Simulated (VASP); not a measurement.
Set up this calculation in VASP 6.6.1, as the native input.

| Quantity | Value |
| --- | --- |
| Task | relaxation of cell and atoms |
| Functional | PBE |
| Potentials or basis | VASP PAW PBE potentials, release 64 (Zr_sv, Pd, Se) |
| Cutoff | 600 eV |
| k mesh | 4 × 4 × 1 |
| Occupations | gaussian, width 0.15 eV |
| Spin | no spin polarisation |
| Dipole correction | no |
| Further INCAR settings | ALGO = Normal; EDIFF = 1e-06; IBRION = 2; EDIFFG = -0.08; NSW = 36; ISIF = 3 |

The structure of ZrPd2Se5 lies in POSCAR:

```
ZrPd2Se5
1.0
    3.7500000000      0.0000000000      0.0000000000
   -1.8750000000      3.2475952600      0.0000000000
    0.0000000000      0.0000000000     14.7000000000
Zr Pd Se
1 2 5
Direct
    0.0000000000      0.0000000000      0.0000000000
    0.3333333300      0.6666666700      0.4000000000
    0.6666666700      0.3333333300      0.6000000000
    0.6666666700      0.3333333300      0.3050000000
    0.3333333300      0.6666666700      0.6950000000
    0.0000000000      0.0000000000      0.5000000000
    0.3333333300      0.6666666700      0.1080000000
    0.6666666700      0.3333333300      0.8920000000
```

The input as run:

INCAR

```
SYSTEM = ZrPd2Se5
ALGO = Normal
EDIFF = 1E-6
EDIFFG = -0.08
ENCUT = 600
GGA = PE
IBRION = 2
ISIF = 3
ISMEAR = 0
LASPH = .TRUE.
LCHARG = .FALSE.
LREAL = .FALSE.
LWAVE = .FALSE.
NELM = 100
NSW = 36
PREC = Accurate
SIGMA = 0.15
```

KPOINTS

```
k-points
0
G
  4 4 1
  0 0 0
```

Potentials or basis: VASP PAW PBE potentials, release 64 (Zr_sv, Pd, Se).

The run is started by

```sh
$ cat potpaw_PBE.64/Zr_sv/POTCAR potpaw_PBE.64/Pd/POTCAR potpaw_PBE.64/Se/POTCAR > POTCAR
$ mpirun -np 1 vasp_std > vasp.out
```

It gave:

```
Relaxed volume                        : 23.27 Å³/atom
Relaxed cell                          : a = 3.785 Å, b = 3.785 Å, c = 15.007 Å, α = 90.00°, β = 90.00°, γ = 120.00°
Space group after relaxing (to 0.1 Å) : P-3m1 (No. 164)
Energy gained by relaxing             : 41.9 meV/atom
Ionic steps                           : 7
Pressure after relaxing               : 0.2 GPa
Largest force after relaxing          : 0.058 eV/Å
Band gap on the k mesh                : zero (bands 31 and 32 overlap by 0.85 eV)
```

Caveat: the k points lie up to 0.48 Å⁻¹ apart in the final cell, too coarse for converged energies and pressures of a metal; this functional lacks dispersion, which binds layers or chains, so the pressure and a relaxed spacing across them are unreliable; the relaxation stopped at a loose force limit of 0.08 eV/Å, so its end isn't a converged minimum.

Run time: 3.1 min on 1 thread of Intel(R) Xeon(R) 6975P-C (Granite Rapids), with other jobs on the host, peak memory 0.35 GiB.
